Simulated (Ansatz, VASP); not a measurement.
# Two plane-wave programs on WC

File INCAR:

```
SYSTEM = WC
PREC     = Accurate       ! precision mode
ENCUT    = 1300           ! plane-wave cutoff, eV
EDIFF    = 1E-6           ! SCF threshold, eV
ISMEAR   = -1             ! smearing method
SIGMA    = 0.05           ! smearing width, eV
LREAL    = .False.        ! projectors in reciprocal space
LASPH    = .True.         ! aspherical terms in the spheres
NELM     = 120            ! most SCF steps
ALGO     = Normal         ! electronic algorithm
ISIF     = 2              ! what is computed and relaxed
LWAVE    = .False.        ! write WAVECAR
LCHARG   = .False.        ! write CHGCAR
GGA      = B5             ! functional
ALDAX    = 1.0          
AGGAX    = 1.0          
AGGAC    = 1.0          
ALDAC    = 0.0          
NBANDS   = 16             ! bands
GGA_COMPAT= .False.
```

File KPOINTS:

```
regular mesh
0
Gamma
  10 10 10
  0 0 0
```

Contents of POSCAR:

```
WC
1.0
    0.0000000000      2.1926840000      2.1926840000
    2.1926840000      0.0000000000      2.1926840000
    2.1926840000      2.1926840000      0.0000000000
W C
1 1
Direct
    0.0000000000      0.0000000000      0.0000000000
    0.5000000000      0.5000000000      0.5000000000
```

The input input.yaml:

```yaml
crystal:
  lattice:
    - [0.0, 2.192684, 2.192684]
    - [2.192684, 0.0, 2.192684]
    - [2.192684, 2.192684, 0.0]
  atoms:
    - { symbol: W, position: [0.0, 0.0, 0.0] }
    - { symbol: C, position: [0.5, 0.5, 0.5] }
hamiltonian:
  xc: blyp
  pseudopotentials: { kind: paw }
kpoints:
  mp_grid: { grid: [10, 10, 10] }
  band_path:
    path:
      - [[0.0, 0.0, 0.0], [0.5, 0.0, 0.5], [0.5, 0.25, 0.75], [0.375, 0.375, 0.75], [0.0, 0.0, 0.0], [0.5, 0.5, 0.5], [0.625, 0.25, 0.625], [0.5, 0.25, 0.75], [0.5, 0.5, 0.5], [0.375, 0.375, 0.75]]
      - [[0.625, 0.25, 0.625], [0.5, 0.0, 0.5]]
    npoints: 14
scf:
  occupations: { method: fermi_dirac, width: 0.05 }
  n_extra_bands: 6
output:
  forces: true
  stress: true
  eigenvalues: true
  fatbands: false
```

Alike in both runs: functional BLYP; k mesh 10 × 10 × 10; occupations fermi-dirac, width 0.05 eV; no spin polarisation.

|  | VASP | Ansatz |
| --- | --- | --- |
| version | VASP 6.6.1 | Ansatz 0.2.0 |
| potentials or method | VASP PAW PBE potentials, release 64 (W_sv, C_h) | Ansatz PAW |
| plane-wave cutoff (eV) | 1300 | 420 |
| valence electrons in the cell | 18 | 18 |
| task | single point | band structure |

|  | VASP | Ansatz | Ansatz less VASP |
| --- | --- | --- | --- |
| gap on the k mesh at the Fermi level (eV) | none | none | - |
| pressure (GPa) | 13.8 | 11.6 | -2.16 |

VASP's potentials were made for PBE, not for BLYP. A gap of «none» marks a metal or a gap that the smearing closes.

Spin-orbit coupling is off throughout.
